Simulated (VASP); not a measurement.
Write the native input for VASP 6.6.1 that does the following.

| Item | Value |
| --- | --- |
| Task | single point |
| Functional | PBEsol |
| Potentials or basis | VASP PAW PBE potentials, release 64 (La, Te) |
| Cutoff | 520 eV |
| k mesh | 8 × 8 × 8 |
| Occupations | gaussian, width 0.05 eV |
| Spin | no spin polarisation |
| Dipole correction | no |
| Further INCAR settings | ALGO = Normal; EDIFF = 1e-06; NBANDS = 16 |

The structure of LaTe lies in POSCAR:

```
LaTe
1.0
    0.0000000000      3.2169571091      3.2169571091
    3.2169571091      0.0000000000      3.2169571091
    3.2169571091      3.2169571091      0.0000000000
La Te
1 1
Direct
    0.5000000000      0.5000000000      0.5000000000
    0.0000000000      0.0000000000      0.0000000000
```

This cell differs from its parent crystal: volume scaled by 1.020.

One way to write it, as run:

INCAR

```
SYSTEM = LaTe
  PREC = Accurate
  ENCUT = 520
  EDIFF = 1E-6
  ISMEAR = 0
  SIGMA = 0.05
  LREAL = .False.
  LASPH = .True.
  NELM = 60
  ALGO = Normal
  ISIF = 2
  LWAVE = .False.
  LCHARG = .False.
  GGA = PS
  NBANDS = 16
```

KPOINTS

```
regular mesh
0
Gamma
  8 8 8
  0 0 0
```

Potentials or basis: VASP PAW PBE potentials, release 64 (La, Te).

Launch:

```bash
$ cat potpaw_PBE.64/La/POTCAR potpaw_PBE.64/Te/POTCAR > POTCAR
$ mpirun -np 1 vasp_std > vasp.out
```

Results of the run:

| Quantity | Value |
| --- | --- |
| Pressure | -1.2 GPa |

Caveat: the PAW data sets were made with another functional, which shifts forces and pressure a little.

Run time: 48 s on 1 thread of AMD EPYC 7R43 64-Core Processor (Zen 3), on a shared host, peak memory 0.19 GiB.
